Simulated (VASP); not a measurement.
Write the native input for VASP 6.6.1 that does the following.

| Property | Result |
| --- | --- |
| Task | single point |
| Functional | revPBE |
| Dispersion | D3(BJ) |
| Potentials or basis | VASP PAW PBE potentials, release 64 (As_d, B) |
| Cutoff | 560 eV |
| k mesh | 10 × 10 × 10 |
| Occupations | fermi-dirac, width 0.05 eV |
| Spin | no spin polarisation |
| Dipole correction | no |
| Further INCAR settings | ALGO = Normal; EDIFF = 1e-06; NBANDS = 16 |

The structure of BAs lies in POSCAR:

```
BAs
1.0
    0.0000000000      2.3724693156      2.3724693156
    2.3724693156      0.0000000000      2.3724693156
    2.3724693156      2.3724693156      0.0000000000
As B
1 1
Direct
    0.7500000000      0.7500000000      0.7500000000
    0.0000000000      0.0000000000      0.0000000000
```

One way to write it, as run:

INCAR

```
  ALGO = Normal
  EDIFF = 1E-6
  ENCUT = 560
  GGA = RE
  GGA_COMPAT = F
  ISIF = 2
  ISMEAR = -1
  IVDW = 12
  LASPH = T
  LCHARG = T
  LELF = T
  LREAL = F
  LVHAR = T
  LWAVE = F
  NBANDS = 16
  NELM = 120
  PREC = Accurate
  SIGMA = 0.05
```

KPOINTS

```
k-points
0
Gamma
  10 10 10
```

Potentials or basis: VASP PAW PBE potentials, release 64 (As_d, B).

Launch:

```bash
$ cat potpaw_PBE.64/As_d/POTCAR potpaw_PBE.64/B/POTCAR > POTCAR
$ mpirun -np 1 vasp_std > vasp.out
```

Results of the run:

```
Pressure                   : -0.4 GPa
Band gap on the k mesh     : 1.18 eV (least direct gap 3.31 eV)
Dispersion energy per atom : -0.665 eV
```

Caveat: the PAW data sets were made with another functional, which shifts forces and pressure a little.

Run time: 26 s on 1 thread of AMD EPYC 7R13 Processor (Zen 3) (shared host), peak memory 0.14 GiB.
